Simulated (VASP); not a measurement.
# Tl (P6/mmm) in VASP: a series of runs, part 2 of 2

VASP 6.6.1.

## 6. Relaxation of cell and atoms, PBE

This run uses another cell than the first one: it holds 1 atom, not 3.

Input file INCAR:

```
PREC = Accurate ; ENCUT = 600
EDIFF = 1E-6 ; ISMEAR = 0
SIGMA = 0.1 ; LREAL = False
LASPH = True ; NELM = 100
ALGO = Normal ; ISIF = 3
LWAVE = False ; LCHARG = False
GGA = PE ; IBRION = 2
NSW = 90 ; EDIFFG = -0.04
```

Input file KPOINTS:

```
Automatic mesh
0
Gamma
  6 6 6
```

Input file POSCAR:

```
Tl
1.0
    3.4426783677      0.0000000000      0.0000000000
   -1.7213391839      2.9814469235      0.0000000000
    0.0000000000      0.0000000000      3.1887085755
Tl
1
Direct
    0.0000000000      0.0000000000      0.5000000000
```

Potentials or basis: VASP PAW PBE potentials, release 64 (Tl_d).

Started as:

```console
$ cat potpaw_PBE.64/Tl_d/POTCAR > POTCAR
$ mpirun -np 1 vasp_std > vasp.out
```

OUTCAR:

```text
PREC = Accurate
   ENCUT = 600
   EDIFF = 1E-6
   ISMEAR = 0
   LREAL = False
   LASPH = True
   NELM = 100
   ISIF = 3
   GGA = PE
   IBRION = 2
   NSW = 90
   EDIFFG = -0.04

 ion  position               nearest neighbor table
   1  0.000  0.000  0.500-

  LATTYP: Found a hexagonal cell.
 ALAT       =     3.4426783677
 C/A-ratio  =     0.9262290098

  Lattice vectors:

 A1 = (   3.4426783677,   0.0000000000,   0.0000000000)
 A2 = (  -1.7213391839,   2.9814469235,   0.0000000000)
 A3 = (   0.0000000000,   0.0000000000,   3.1887085755)

Analysis of symmetry for initial positions (statically):
=====================================================================
 Subroutine PRICEL returns:
 Original cell was already a primitive cell.

 Routine SETGRP: Setting up the symmetry group for a
 hexagonal supercell.

 Subroutine GETGRP returns: Found 24 space group operations
 (whereof 24 operations were pure point group operations)
 out of a pool of 24 trial point group operations.

The static configuration has the point symmetry D_6h.

Analysis of symmetry for dynamics (positions and initial velocities):
=====================================================================
 Subroutine PRICEL returns:
 Original cell was already a primitive cell.

 Routine SETGRP: Setting up the symmetry group for a
 hexagonal supercell.

 Subroutine GETGRP returns: Found 24 space group operations
 (whereof 24 operations were pure point group operations)
 out of a pool of 24 trial point group operations.

The dynamic configuration has the point symmetry D_6h.

 Subroutine INISYM returns: Found 24 space group operations
 (whereof 24 operations are pure point group operations),
 and found     1 'primitive' translations

----------------------------------------------------------------------------------------

                                     Primitive cell

  volume of cell :      32.7294

  direct lattice vectors                    reciprocal lattice vectors
     3.442678368  0.000000000  0.000000000     0.290471515  0.167703807  0.000000000
    -1.721339184  2.981446924  0.000000000     0.000000000  0.335407614  0.000000000
     0.000000000  0.000000000  3.188708576     0.000000000  0.000000000  0.313606583

  length of vectors
     3.442678368  3.442678368  3.188708576     0.335407614  0.335407614  0.313606583

  position of ions in fractional coordinates (direct lattice)
     0.000000000  0.000000000  0.500000000

  ion indices of the primitive-cell ions
   primitive index   ion index
                 1           1

----------------------------------------------------------------------------------------

 KPOINTS: Automatic mesh

Automatic generation of k-mesh.
 Grid dimensions read from file:
 generate k-points for:    6    6    6

 Generating k-lattice:

  Cartesian coordinates                     Fractional coordinates (reciprocal lattice)
[... 54 lines left out ...]
   ISPIN  =      1    spin polarized calculation?
   LNONCOLLINEAR =      F non collinear calculations
   LSORBIT =      F    spin-orbit coupling
   LASPH  =      T    aspherical Exc in radial PAW
   ENCUT  =  600.0 eV  44.10 Ry    6.64 a.u.   6.88  6.88  6.37*2*pi/ulx,y,z
   NELM   =    100;   NELMIN=  2; NELMDL= -5     # of ELM steps
   EDIFF  = 0.1E-05   stopping-criterion for ELM
   LREAL  =      F    real-space projection
   EDIFFG = -.4E-01   stopping-criterion for IOM
   NSW    =     90    number of steps for IOM
   IBRION =      2    ionic relax: 0-MD 1-quasi-New 2-CG
   NFREE  =      1    steps in history (QN), initial steepest desc. (CG)
   ISIF   =      3    stress and relaxation
   ISYM   =      2    0-nonsym 1-usesym 2-fastsym
   POTIM  = 0.5000    time-step for ionic-motion
   TEBEG  =    0.0;   TEEND  =   0.0 temperature during run
   PSTRESS=    0.0 pullay stress
   NELECT =      13.0000    total number of electrons
   NUPDOWN=      -1.0000    fix difference up-down
   EMIN   =  10.00;   EMAX   =-10.00  energy-range for DOS
   EFERMI =   0.00;   METHOD = LEGACY
   ISMEAR =     0;   SIGMA  =   0.10  broadening in eV -4-tet -1-fermi 0-gaus
   EFERMI_NEDOS =   21; number of points for ismear=-14 and -15
   IALGO  =     38    algorithm
   IMIX   =      4    mixing-type and parameters
     AMIX     =   0.40;   BMIX     =  1.00
     AMIX_MAG =   1.60;   BMIX_MAG =  1.00
  volume/ion in A,a.u.               =      32.73       220.87
  Fermi-wavevector in a.u.,A,eV,Ry     =   1.203400  2.274095 19.703554  1.448170
  Thomas-Fermi vector in A             =   2.339154
   LORBIT       =      0    0 simple, 1 ext, 2 COOP (PROOUT), +10 PAW based schemes
   GGA     = PE    functional components
   LHFCALC =     F    Hartree Fock is set to
   AEXX    =    0.0000 exact exchange contribution
   IVDW    =     0    specifies the selected vdW correction
   LEPSILON=     F    determine dielectric tensor
   LRPA    =     F    only Hartree local field effects (RPA)
 conjugate gradient relaxation of ions
 non-spin polarized calculation
 Gauss-broadening in eV      SIGMA  =   0.10
  energy-cutoff  :      600.00
  volume of cell :       32.73
 maximum number of plane-waves:      1105
 NGX is ok and might be reduce to    28

--------------------------------------- Ionic step        1  -------------------------------------------

 number of electron      13.0000000 magnetization

 Free energy of the ion-electron system (eV)
  ---------------------------------------------------
  ext. energy  EPLUGINS =         0.00000000
  ---------------------------------------------------
  free energy    TOTEN  =        -2.11586926 eV

  energy without entropy =       -2.11057094  energy(sigma->0) =       -2.11322010

------------------------ aborting loop because EDIFF is reached ----------------------------------------

  FORCE on cell =-STRESS in cart. coord.  units (eV):
  Direction    XX          YY          ZZ          XY          YZ          ZX
  --------------------------------------------------------------------------------------
  -------------------------------------------------------------------------------------
  Total       -0.0887922     -0.0887922      0.3583473      0.0000000      0.0000000      0.0000000
  in kB       -4.3465725     -4.3465725     17.5418867      0.0000000      0.0000000      0.0000000
  external PRESSURE =       2.9495806 kB  Pullay stress =       0.0000000 kB
[... 86 lines left out ...]
  FREE ENERGIE OF THE ION-ELECTRON SYSTEM (eV)
  ---------------------------------------------------
  free  energy   TOTEN  =        -2.1228012671 eV

  energy  without entropy=       -2.1149395383  energy(sigma->0) =       -2.11887040

[... ionic steps 4 to 7 ...]

--------------------------------------- Ionic step        8  -------------------------------------------

 number of electron      13.0000000 magnetization

------------------------ aborting loop because EDIFF is reached ----------------------------------------
[... 65 lines left out ...]
--------------------------------------- Ionic step       10  -------------------------------------------

 number of electron      13.0000000 magnetization

 Free energy of the ion-electron system (eV)
  ---------------------------------------------------
  ext. energy  EPLUGINS =         0.00000000
  ---------------------------------------------------
  free energy    TOTEN  =        -2.12328730 eV

  energy without entropy =       -2.11613685  energy(sigma->0) =       -2.11971208

 E-fermi :   5.3863     XC(G=0):  -9.4218

 val. band max:        5.0611190196   @ k =   0.3333   0.3333   0.1667
 cond. band min:       5.4178727212   @ k =   0.3333   0.1667   0.3333
 fundamental gap:      0.3567537017
 Fermi energy:         5.3862776227

 k-point     1 :       0.0000    0.0000    0.0000
  band No.  band energies     occupation
      1      -6.8338      2.00000
      2      -6.4137      2.00000
      3      -6.4137      2.00000
      4      -6.0187      2.00000
      5      -6.0187      2.00000
      6      -4.1537      2.00000
      7      10.9821      0.00000
      8      13.9173      0.00000
      9      13.9173      0.00000
     10      14.4979      0.00000
[... 287 lines left out ...]
 k-point    24 :       0.3333    0.0000    0.5000
  band No.  band energies     occupation
      1      -6.5654      2.00000
      2      -6.5082      2.00000
      3      -6.2783      2.00000
      4      -6.0167      2.00000
      5      -5.9570      2.00000
      6       0.3493      2.00000
      7       4.3820      2.00000
      8       7.7764      0.00000
      9      12.0211      0.00000
     10      13.2597      0.00000

 [... further k-points ...]
[... 5 lines left out ...]
  --------------------------------------------------------------------------------------
  -------------------------------------------------------------------------------------
  Total       -0.0062862     -0.0062862     -0.0019038      0.0000000     -0.0000000      0.0000000
  in kB       -0.3035237     -0.3035237     -0.0919231      0.0000000     -0.0000000      0.0000000
  external PRESSURE =      -0.2329902 kB  Pullay stress =       0.0000000 kB
[... 16 lines left out ...]
  FREE ENERGIE OF THE ION-ELECTRON SYSTEM (eV)
  ---------------------------------------------------
  free  energy   TOTEN  =        -2.1232873026 eV

  energy  without entropy=       -2.1161368534  energy(sigma->0) =       -2.11971208

 reached required accuracy - stopping structural energy minimisation
```

OSZICAR:

```text
N       E                     dE             d eps       ncg     rms          rms(c)
DAV:   1     0.523296549158E+02    0.52330E+02   -0.74075E+03   568   0.127E+03
DAV:   2    -0.153902747158E+01   -0.53869E+02   -0.52995E+02   582   0.235E+02
DAV:   3    -0.213313938874E+01   -0.59411E+00   -0.59369E+00   678   0.236E+01
[... 79 lines left out ...]
DAV:   2    -0.212406463590E+01    0.51361E-02   -0.10486E-02   574   0.107E+00    0.143E-01
DAV:   3    -0.212331161580E+01    0.75302E-03   -0.24034E-03   576   0.506E-01    0.106E-01
DAV:   4    -0.212328715781E+01    0.24458E-04   -0.83801E-05   574   0.849E-02    0.713E-03
DAV:   5    -0.212328704979E+01    0.10802E-06   -0.10929E-05   570   0.346E-02    0.727E-03
DAV:   6    -0.212328730257E+01   -0.25278E-06   -0.47857E-07   280   0.701E-03
  10 F= -.21232873E+01 E0= -.21197121E+01  d E =-.158681E-03
```

It took 49 s on 1 thread of Intel Xeon Platinum 8259CL at 2.50GHz (Skylake/Cascade Lake), shared host; peak memory 0.16 GiB.

Results:

```
Free energy                            : -2.1233 eV
Relaxed volume                         : 33.18 Å³/atom
Relaxed cell                           : a = 3.399 Å, b = 3.399 Å, c = 3.317 Å, α = 90.00°, β = 90.00°, γ = 120.00°
Space group after relaxing (to 0.05 Å) : P6/mmm (No. 191)
Energy gained by relaxing              : 7.4 meV/atom
Ionic steps                            : 10
Pressure after relaxing                : 0.0 GPa
```

The path:
| step | energy change (eV) | largest force (eV/Å) | pressure (GPa) | volume (Å³) |
| --- | --- | --- | --- | --- |
| 1 | 0.0000 | 0.0000 | 0.29 | 32.73 |
| 2 | -0.0050 | 0.0000 | 0.03 | 33.01 |
| 3 | -0.0069 | 0.0000 | -0.13 | 33.26 |
| 4 | -0.0042 | 0.0000 | -0.26 | 33.74 |
| 5 | -0.0072 | 0.0000 | -0.16 | 33.35 |
| 6 | -0.0073 | 0.0000 | -0.19 | 33.41 |
| 7 | -0.0073 | 0.0000 | -0.21 | 33.40 |
| 8 | -0.0072 | 0.0000 | -0.20 | 33.37 |
| 9 | -0.0073 | 0.0000 | -0.15 | 33.38 |
| 10 | -0.0074 | 0.0000 | -0.02 | 33.18 |

Final structure:
```xyz
1
Lattice="3.3985 0.0000 0.0000 -1.6993 2.9432 0.0000 0.0000 0.0000 3.3174" Properties=species:S:1:pos:R:3 pbc="T T T"
Tl    1.6993    2.9432    1.6587
```

Levels at points of the mesh, in eV from the Fermi level:
```
           k point  band 4  band 5  band 6  band 7  band 8  band 9
(0.00, 0.00, 0.00)  -11.40  -11.40   -9.54    5.60    8.53    8.53
(0.50, 0.00, 0.00)  -11.46  -11.29   -5.68   -2.70    4.86    8.63
(0.00, 0.00, 0.50)  -11.60  -11.60   -6.89   -3.05   11.21   11.21
(0.50, 0.00, 0.50)  -11.27  -11.21   -3.32   -0.57    0.18    4.72
```

Caveat: spin-orbit coupling is left out, which moves the levels of the heavy elements.

## 7. Summary

| task | cell | k mesh | cutoff (eV) | gap on the mesh (eV) | pressure (GPa) | relaxed volume (Å³/atom) |
| --- | --- | --- | --- | --- | --- | --- |
| single point | a = 5.963, b = 5.963, c = 3.189 Å, angles 90.0, 90.0, 120.0°, 3 atoms | 6 × 6 × 4 | 520 | none | 0.0 | - |
| single point | a = 3.407, b = 3.407, c = 3.280 Å, angles 90.0, 90.0, 120.0°, 1 atom | 18 × 18 × 16 | 520 | none | -0.1 | - |
| relaxation of cell and atoms | relaxed from a = 3.403, b = 3.403, c = 3.287 Å, angles 90.0, 90.0, 120.0°, 1 atom | 18 × 18 × 16 | 600 | none | 0.0 | 32.98 |
| single point | a = 3.403, b = 3.403, c = 3.287 Å, angles 90.0, 90.0, 120.0°, 1 atom | 6 × 6 × 6 | 520 | none | 0.0 | - |
| relaxation of cell and atoms | relaxed from a = 3.443, b = 3.443, c = 3.189 Å, angles 90.0, 90.0, 120.0°, 1 atom | 6 × 6 × 6 | 600 | none | 0.0 | 33.18 |

Alike in all rows: level PBE; potentials or basis VASP PAW PBE potentials, release 64 (Tl_d); no spin polarisation; smearing gaussian 0.1 eV.

Caveats: some runs use coarse meshes; spin-orbit coupling is left out, which moves the levels of the heavy elements.

Absolute energies hang on the potentials; compare differences alone.
